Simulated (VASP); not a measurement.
# ZnO (P6_3mc) in VASP: relaxation of shape and atoms at fixed volume with PBE

Aim: the relaxation of shape and atoms at fixed volume of ZnO with PBE.

Program: VASP 6.6.1. These are calculated values, not measurements. Logs are shortened: lines on timing, memory, paths and dates and some standing lists are left out, and cuts for length are marked.

### Step 1. The cell of the first run

The structure is hexagonal, space group P6_3mc (No. 186). Conventional cell: a = 3.304 Å, b = 3.304 Å, c = 10.735 Å, α = 90.00°, β = 90.00°, γ = 120.00°. Within 2.7 Å of Zn (site symmetry 3m) lie 4 O at 2.02 Å. Zn (site symmetry 3m) has 4 O at 2.02 to 2.03 Å within 2.7 Å. Within 2.7 Å of O (site symmetry 3m) lie 4 Zn at 2.02 Å. O (site symmetry 3m) has 4 Zn at 2.02 to 2.03 Å within 2.7 Å.

### Step 2. Relaxation of shape and atoms at fixed volume, PBE (12.69 Å³/atom)

Input file INCAR:

```
  PREC = Accurate
  ENCUT = 600
  EDIFF = 1E-6
  ISMEAR = 0
  SIGMA = 0.02
  LREAL = F
  LASPH = T
  NELM = 100
  ALGO = Normal
  ISIF = 4
  LWAVE = F
  LCHARG = F
  GGA = PE
  IBRION = 2
  NSW = 50
  EDIFFG = -0.01
```

Input file KPOINTS:

```
Automatic mesh
0
Gamma
  12 12 4
```

Input file POSCAR:

```
ZnO
1.0
    3.3042086066      0.0000000292      0.0000000000
   -1.6521043286      2.8615285781      0.0000000000
    0.0000000000      0.0000000000     10.7352503303
Zn O
4 4
Direct
    0.6666666667      0.3333333333      0.8441010000
    0.3333333333      0.6666666667      0.3441010000
    0.0000000000      0.0000000000      0.5943080000
    0.0000000000      0.0000000000      0.0943080000
    0.6666666667      0.3333333333      0.6559160000
    0.3333333333      0.6666666667      0.1559160000
    0.0000000000      0.0000000000      0.4056750000
    0.0000000000      0.0000000000      0.9056750000
```

Potentials or basis: VASP PAW PBE potentials, release 64 (Zn, O).

Command:

```sh
$ cat potpaw_PBE.64/Zn/POTCAR potpaw_PBE.64/O/POTCAR > POTCAR
$ mpirun -np 1 vasp_std > vasp.out
```

OUTCAR:

```text
PREC = Accurate
   ENCUT = 600
   EDIFF = 1E-6
   ISMEAR = 0
   LREAL = F
   LASPH = T
   NELM = 100
   ISIF = 4
   GGA = PE
   IBRION = 2
   NSW = 50
   EDIFFG = -0.01

 ion  position               nearest neighbor table
   1  0.667  0.333  0.844-   8 2.02   8 2.02   8 2.02   5 2.02
   2  0.333  0.667  0.344-   7 2.02   7 2.02   7 2.02   6 2.02
   3  0.000  0.000  0.594-   5 2.02   5 2.02   5 2.02   7 2.03
   4  0.000  0.000  0.094-   6 2.02   6 2.02   6 2.02   8 2.03
   5  0.667  0.333  0.656-   3 2.02   3 2.02   3 2.02   1 2.02
   6  0.333  0.667  0.156-   4 2.02   4 2.02   4 2.02   2 2.02
   7  0.000  0.000  0.406-   2 2.02   2 2.02   2 2.02   3 2.03
   8  0.000  0.000  0.906-   1 2.02   1 2.02   1 2.02   4 2.03

  LATTYP: Found a hexagonal cell.
 ALAT       =     3.3042086066
 C/A-ratio  =     3.2489626438

  Lattice vectors:

 A1 = (   3.3042086066,   0.0000000292,   0.0000000000)
 A2 = (  -1.6521043286,   2.8615285781,   0.0000000000)
 A3 = (   0.0000000000,   0.0000000000,  10.7352503303)

Analysis of symmetry for initial positions (statically):
=====================================================================
 Subroutine PRICEL returns:
 Original cell was already a primitive cell.

 Routine SETGRP: Setting up the symmetry group for a
 hexagonal supercell.

 Subroutine GETGRP returns: Found 12 space group operations
 (whereof  6 operations were pure point group operations)
 out of a pool of 24 trial point group operations.

The static configuration has the point symmetry C_3v.
 The point group associated with its full space group is C_6v.

Analysis of symmetry for dynamics (positions and initial velocities):
=====================================================================
 Subroutine PRICEL returns:
 Original cell was already a primitive cell.

 Routine SETGRP: Setting up the symmetry group for a
 hexagonal supercell.

 Subroutine GETGRP returns: Found 12 space group operations
 (whereof  6 operations were pure point group operations)
 out of a pool of 24 trial point group operations.

The dynamic configuration has the point symmetry C_3v.
 The point group associated with its full space group is C_6v.

 Subroutine INISYM returns: Found 12 space group operations
 (whereof  6 operations are pure point group operations),
 and found     1 'primitive' translations

----------------------------------------------------------------------------------------

                                     Primitive cell

  volume of cell :     101.5027

  direct lattice vectors                    reciprocal lattice vectors
     3.304208607  0.000000029  0.000000000     0.302644328  0.174731788  0.000000000
    -1.652104329  2.861528578  0.000000000    -0.000000003  0.349463571  0.000000000
     0.000000000  0.000000000 10.735250330     0.000000000  0.000000000  0.093151065

  length of vectors
     3.304208607  3.304208607 10.735250330     0.349463571  0.349463571  0.093151065

  position of ions in fractional coordinates (direct lattice)
     0.666666667  0.333333333  0.844101000
     0.333333333  0.666666667  0.344101000
     0.000000000  0.000000000  0.594308000
     0.000000000  0.000000000  0.094308000
     0.666666667  0.333333333  0.655916000
     0.333333333  0.666666667  0.155916000
     0.000000000  0.000000000  0.405675000
     0.000000000  0.000000000  0.905675000

  ion indices of the primitive-cell ions
   primitive index   ion index
                 1           1
                 2           2
                 3           3
                 4           4
                 5           5
                 6           6
                 7           7
                 8           8

----------------------------------------------------------------------------------------

 KPOINTS: Automatic mesh

Automatic generation of k-mesh.
 Grid dimensions read from file:
 generate k-points for:   12   12    4

 Generating k-lattice:

  Cartesian coordinates                     Fractional coordinates (reciprocal lattice)
     0.025220361  0.014560982  0.000000000     0.083333333  0.000000000  0.000000000
    -0.000000000  0.029121964  0.000000000     0.000000000  0.083333333  0.000000000
     0.000000000  0.000000000  0.023287766     0.000000000  0.000000000  0.250000000

  Length of vectors
     0.029121964  0.029121964  0.023287766

  Shift w.r.t. Gamma in fractional coordinates (k-lattice)
     0.000000000  0.000000000  0.000000000

 Subroutine IBZKPT returns following result:
 ===========================================

 Found     57 irreducible k-points:

 Following reciprocal coordinates:
            Coordinates               Weight
  0.000000  0.000000  0.000000      1.000000
  0.083333 -0.000000  0.000000      6.000000
  0.166667  0.000000  0.000000      6.000000
  0.250000 -0.000000  0.000000      6.000000
  0.333333  0.000000  0.000000      6.000000
  0.416667 -0.000000  0.000000      6.000000
[... 16 lines left out ...]
  0.250000 -0.000000  0.250000     12.000000
  0.333333  0.000000  0.250000     12.000000
 [... further k-points ...]
   k-points           NKPTS =     57   k-points in BZ     NKDIM =     57   number of bands    NBANDS=     43
   number of dos      NEDOS =    301   number of ions     NIONS =      8
   total plane-waves  NPLWV =  70560
   dimension x,y,z NGX =    28 NGY =   28 NGZ =   90
   dimension x,y,z NGXF=    56 NGYF=   56 NGZF=  180
   ions per type =               4   4
   NGX,Y,Z   is equivalent  to a cutoff of  14.09, 14.09, 13.94 a.u.
   NGXF,Y,Z  is equivalent  to a cutoff of  28.18, 28.18, 27.87 a.u.
 SYSTEM =  unknown system
   PREC   = accura    normal or accurate (medium, high low for compatibility)
   ISTART =      0    job   : 0-new  1-cont  2-samecut
   ICHARG =      2    charge: 1-file 2-atom 10-const
   ISPIN  =      1    spin polarized calculation?
   LNONCOLLINEAR =      F non collinear calculations
   LSORBIT =      F    spin-orbit coupling
   LASPH  =      T    aspherical Exc in radial PAW
   ENCUT  =  600.0 eV  44.10 Ry    6.64 a.u.   6.60  6.60 21.44*2*pi/ulx,y,z
   NELM   =    100;   NELMIN=  2; NELMDL= -5     # of ELM steps
   EDIFF  = 0.1E-05   stopping-criterion for ELM
   LREAL  =      F    real-space projection
   EDIFFG = -.1E-01   stopping-criterion for IOM
   NSW    =     50    number of steps for IOM
   IBRION =      2    ionic relax: 0-MD 1-quasi-New 2-CG
   NFREE  =      1    steps in history (QN), initial steepest desc. (CG)
   ISIF   =      4    stress and relaxation
   ISYM   =      2    0-nonsym 1-usesym 2-fastsym
   POTIM  = 0.5000    time-step for ionic-motion
   TEBEG  =    0.0;   TEEND  =   0.0 temperature during run
   PSTRESS=    0.0 pullay stress
   NELECT =      72.0000    total number of electrons
   NUPDOWN=      -1.0000    fix difference up-down
   EMIN   =  10.00;   EMAX   =-10.00  energy-range for DOS
   EFERMI =   0.00;   METHOD = LEGACY
   ISMEAR =     0;   SIGMA  =   0.02  broadening in eV -4-tet -1-fermi 0-gaus
   EFERMI_NEDOS =   21; number of points for ismear=-14 and -15
   IALGO  =     38    algorithm
   IMIX   =      4    mixing-type and parameters
     AMIX     =   0.40;   BMIX     =  1.00
     AMIX_MAG =   1.60;   BMIX_MAG =  1.00
  volume/ion in A,a.u.               =      12.69        85.62
  Fermi-wavevector in a.u.,A,eV,Ry     =   1.460023  2.759044 29.003100  2.131668
  Thomas-Fermi vector in A             =   2.576522
   LORBIT       =      0    0 simple, 1 ext, 2 COOP (PROOUT), +10 PAW based schemes
   GGA     = PE    functional components
   LHFCALC =     F    Hartree Fock is set to
   AEXX    =    0.0000 exact exchange contribution
   IVDW    =     0    specifies the selected vdW correction
   LEPSILON=     F    determine dielectric tensor
   LRPA    =     F    only Hartree local field effects (RPA)
 conjugate gradient relaxation of ions
 non-spin polarized calculation
 Gauss-broadening in eV      SIGMA  =   0.02
  energy-cutoff  :      600.00
  volume of cell :      101.50
 maximum number of plane-waves:      3439
 NGX is ok and might be reduce to    28
   NGX = 13   NGY = 13   NGZ = 43

 number of electron      71.9999997 magnetization

 Free energy of the ion-electron system (eV)
  ---------------------------------------------------
  ext. energy  EPLUGINS =         0.00000000
  ---------------------------------------------------
  free energy    TOTEN  =       -35.68499534 eV

  energy without entropy =      -35.68499534  energy(sigma->0) =      -35.68499534

 E-fermi :   0.7531     XC(G=0): -10.5785

 val. band max:        0.6451928563   @ k =   0.0000   0.0000   0.0000
 cond. band min:       1.2762789088   @ k =   0.0000   0.0000   0.0000
 fundamental gap:      0.6310860526
 Fermi energy:         0.7531113810

 k-point     1 :       0.0000    0.0000    0.0000
  band No.  band energies     occupation
      1     -16.9512      2.00000
      2     -16.6642      2.00000
      3     -16.6400      2.00000
      4     -16.3361      2.00000
      5      -4.9412      2.00000
      6      -4.9077      2.00000
[... 35 lines left out ...]
     42      10.3999      0.00000
     43      10.6478      0.00000

 k-point     2 :       0.0833   -0.0000    0.0000
  band No.  band energies     occupation
      1     -16.9172      2.00000
      2     -16.6385      2.00000
      3     -16.6143      2.00000
      4     -16.3205      2.00000
      5      -4.9579      2.00000
      6      -4.9275      2.00000
[... 35 lines left out ...]
     42      10.4044      0.00000
     43      10.6684      0.00000

 k-point     3 :       0.1667    0.0000    0.0000
  band No.  band energies     occupation
      1     -16.8219      2.00000
      2     -16.5677      2.00000
      3     -16.5437      2.00000
      4     -16.2791      2.00000
      5      -5.0070      2.00000
      6      -4.9755      2.00000
[... 919 lines left out ...]
      6      -5.0212      2.00000
[... 35 lines left out ...]
     42       9.5071      0.00000
     43      10.2556      0.00000

 k-point    24 :       0.3333    0.0000    0.2500
  band No.  band energies     occupation
      1     -16.5196      2.00000
      2     -16.4249      2.00000
      3     -16.2888      2.00000
      4     -16.1953      2.00000
      5      -5.1033      2.00000
      6      -5.0512      2.00000
[... 35 lines left out ...]
     42       8.9556      0.00000
     43       9.5279      0.00000

 [... further k-points ...]

------------------------ aborting loop because EDIFF is reached ----------------------------------------

  FORCE on cell =-STRESS in cart. coord.  units (eV):
  Direction    XX          YY          ZZ          XY          YZ          ZX
  --------------------------------------------------------------------------------------
  -------------------------------------------------------------------------------------
  Total       -1.8924631     -1.8924631     -1.8933814      0.0000000      0.0000000      0.0000000
  in kB      -29.8717234    -29.8717234    -29.8862178      0.0000000      0.0000000      0.0000000
  external PRESSURE =     -29.8765548 kB  Pullay stress =       0.0000000 kB

 VOLUME and BASIS-vectors are now :
 -----------------------------------------------------------------------------
  energy-cutoff  :      600.00
  volume of cell :      101.50
      direct lattice vectors                 reciprocal lattice vectors
     3.304208607  0.000000029  0.000000000     0.302644328  0.174731788  0.000000000
    -1.652104329  2.861528578  0.000000000    -0.000000003  0.349463571  0.000000000
     0.000000000  0.000000000 10.735250330     0.000000000  0.000000000  0.093151065

 POSITION                                       TOTAL-FORCE (eV/Angst)
 -----------------------------------------------------------------------------------
      1.65210      0.95384      9.06164         0.000000     -0.000000     -0.003007
     -0.00000      1.90769      3.69401        -0.000000      0.000000     -0.003007
      0.00000      0.00000      6.38005        -0.000000     -0.000000      0.003778
      0.00000      0.00000      1.01242        -0.000000     -0.000000      0.003778
      1.65210      0.95384      7.04142         0.000000     -0.000000      0.000039
     -0.00000      1.90769      1.67380         0.000000     -0.000000      0.000039
      0.00000      0.00000      4.35502         0.000000      0.000000     -0.000810
      0.00000      0.00000      9.72265        -0.000000     -0.000000     -0.000810
 -----------------------------------------------------------------------------------
    total drift:                               -0.000000     -0.000000     -0.001595

  FREE ENERGIE OF THE ION-ELECTRON SYSTEM (eV)
  ---------------------------------------------------
  free  energy   TOTEN  =       -35.6849953377 eV

  energy  without entropy=      -35.6849953377  energy(sigma->0) =      -35.68499534

 reached required accuracy - stopping structural energy minimisation
```

Wall time 6.1 min (1 thread of Oxide Virtual Turin-like, shared host); peak memory 0.34 GiB.

What came out:

- Free energy: -35.6850 eV
- Pressure after relaxing: -3.0 GPa
- Largest force after relaxing: 0.004 eV/Å
- Band gap on the k mesh: 0.63 eV

Forces in eV/Å, atoms in the order of the input:
```
Zn   0.000  0.000 -0.003
Zn   0.000  0.000 -0.003
Zn   0.000  0.000  0.004
Zn   0.000  0.000  0.004
O    0.000  0.000  0.000
O    0.000  0.000  0.000
O    0.000  0.000 -0.001
O    0.000  0.000 -0.001
```

Final structure:
```xyz
8
Lattice="3.3042 0.0000 0.0000 -1.6521 2.8615 0.0000 0.0000 0.0000 10.7353" Properties=species:S:1:pos:R:3 pbc="T T T"
Zn    1.6521    0.9538    9.0616
Zn    0.0000    1.9077    3.6940
Zn    0.0000    0.0000    6.3800
Zn    0.0000    0.0000    1.0124
O     1.6521    0.9538    7.0414
O     0.0000    1.9077    1.6738
O     0.0000    0.0000    4.3550
O     0.0000    0.0000    9.7226
```

Levels at points of the mesh, in eV from the valence-band top:
| k point | band 34 | band 35 | band 36 | band 37 | band 38 | band 39 |
| --- | --- | --- | --- | --- | --- | --- |
| (0.00, 0.00, 0.00) | -0.03 | 0.00 | 0.00 | 0.63 | 3.14 | 3.29 |
| (0.50, 0.00, 0.00) | -1.28 | -0.87 | -0.74 | 5.24 | 5.27 | 6.10 |
| (0.00, 0.00, 0.50) | -0.10 | -0.10 | -0.10 | 1.75 | 1.75 | 4.51 |
| (0.50, 0.00, 0.50) | -1.12 | -0.92 | -0.92 | 5.50 | 5.50 | 5.92 |

Caveat: the relaxation stopped at its first step, so nothing moved. A k mesh can miss the band edges.
